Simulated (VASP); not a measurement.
Here is a VASP 6.6.1 calculation.

Contents of INCAR:

```
SYSTEM = KBr
  PREC = Accurate
  ENCUT = 520
  EDIFF = 1E-6
  ISMEAR = 0
  SIGMA = 0.05
  LREAL = .FALSE.
  LASPH = .TRUE.
  NELM = 100
  ALGO = Normal
  ISIF = 2
  LWAVE = .FALSE.
  LCHARG = .FALSE.
  GGA = PE
  NBANDS = 15
```

File KPOINTS:

```
Automatic mesh
0
G
  10 10 10
  0 0 0
```

The input POSCAR:

```
KBr
1.0
    0.0000000000      3.3748771244      3.3748771244
    3.3748771244      0.0000000000      3.3748771244
    3.3748771244      3.3748771244      0.0000000000
K Br
1 1
Direct
    0.0000000000      0.0000000000      0.0000000000
    0.5000000000      0.5000000000      0.5000000000
```

Potentials or basis: VASP PAW PBE potentials, release 64 (K_sv, Br).

Command:

```sh
$ cat potpaw_PBE.64/K_sv/POTCAR potpaw_PBE.64/Br/POTCAR > POTCAR
$ mpirun -np 1 vasp_std > vasp.out
```

(1) Predict the band gap on the k mesh.

(2) Predict the pressure.

Results:

(1) 4.26 eV.

(2) -0.2 GPa.
